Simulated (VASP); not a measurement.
Crystal: MgO.

```
Mg O
1.0
     2.62335    0.00000    0.00000
     0.00000    2.62335    0.00000
     0.00000    0.00000    2.62335
Mg O
1 1
Cartesian
  0.0000 0.0000 0.0000
  1.3117 1.3117 1.3117
```

Base run:

| Quantity | Value |
| --- | --- |
| Program | VASP 6.6.1 |
| Functional | PBE |
| Potentials or basis | VASP PAW PBE potentials, release 64 (Mg, O) |
| Cutoff | 520 eV |
| k mesh | 6 × 6 × 6 |
| Occupations | gaussian, width 0.01 eV |
| Spin | no spin polarisation |

Its results: band gap on the k mesh 2.62 eV (least direct gap 3.64 eV); pressure 5.5 GPa.

After a change of settings the same cell gave: band gap on the k mesh 4.90 eV (least direct gap 6.00 eV); pressure -1.1 GPa. Which change was it?
A. functional from PBE to HSE06; further incar settings from ALGO = Normal; EDIFF = 1e-06; NBANDS = 11 to ALGO = Normal; EDIFF = 1e-07; NBANDS = 11
B. functional from PBE to PBE0
C. k mesh from 6 × 6 × 6 to 10 × 10 × 10
D. functional from PBE to r2SCAN; further incar settings from ALGO = Normal; EDIFF = 1e-06; NBANDS = 11 to ALGO = Normal; EDIFF = 1e-07; NBANDS = 11

B.

Caveats: the structure was generated, so it needn't be the stable form of MgO; the cell stands under pressure (at least some runs); the PAW data sets were made with another functional, which shifts forces and pressure a little (at least some runs).
